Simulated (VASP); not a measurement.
Write the native input for VASP 6.6.1 that does the following.

| Quantity | Value |
| --- | --- |
| Task | single point |
| Functional | PBE |
| Potentials or basis | VASP PAW PBE potentials, release 64 (Hf_pv, Ge_d) |
| Cutoff | 520 eV |
| k mesh | 8 × 8 × 8 |
| Occupations | gaussian, width 0.05 eV |
| Spin | no spin polarisation |
| Dipole correction | no |
| Further INCAR settings | ALGO = Normal; EDIFF = 1e-07; NBANDS = 34 |

The structure of HfGe3 lies in POSCAR:

```
HfGe3
1.0
    4.1893899931      0.0000000000      0.0000000000
    0.0000000000      4.1893899931      0.0000000000
    0.0000000000      0.0000000000      4.1893899931
Hf Ge
1 3
Direct
    0.0000000000      0.0000000000      0.0000000000
    0.0000000000      0.5000000000      0.5000000000
    0.5000000000      0.5000000000      0.0000000000
    0.5000000000      0.0000000000      0.5000000000
```

The input as run:

INCAR

```
ALGO = Normal
EDIFF = 1E-7
ENCUT = 520
GGA = PE
ISIF = 2
ISMEAR = 0
LASPH = True
LCHARG = True
LELF = True
LREAL = False
LVHAR = True
LWAVE = False
NBANDS = 34
NELM = 80
PREC = Accurate
SIGMA = 0.05
```

KPOINTS

```
k-points
0
Gamma
  8 8 8
```

Potentials or basis: VASP PAW PBE potentials, release 64 (Hf_pv, Ge_d).

The run is started by

```sh
$ cat potpaw_PBE.64/Hf_pv/POTCAR potpaw_PBE.64/Ge_d/POTCAR > POTCAR
$ mpirun -np 1 vasp_std > vasp.out
```

Results of the run:

| Quantity | Value |
| --- | --- |
| Pressure | -0.3 GPa |
| Band gap on the k mesh | zero (bands 26 and 27 overlap by 1.60 eV) |

Caveat: spin-orbit coupling is left out, which moves the levels of the heavy elements.

Wall time 50 s on 1 thread of Intel(R) Xeon(R) 6975P-C (Granite Rapids), on a shared host, peak memory 0.22 GiB.
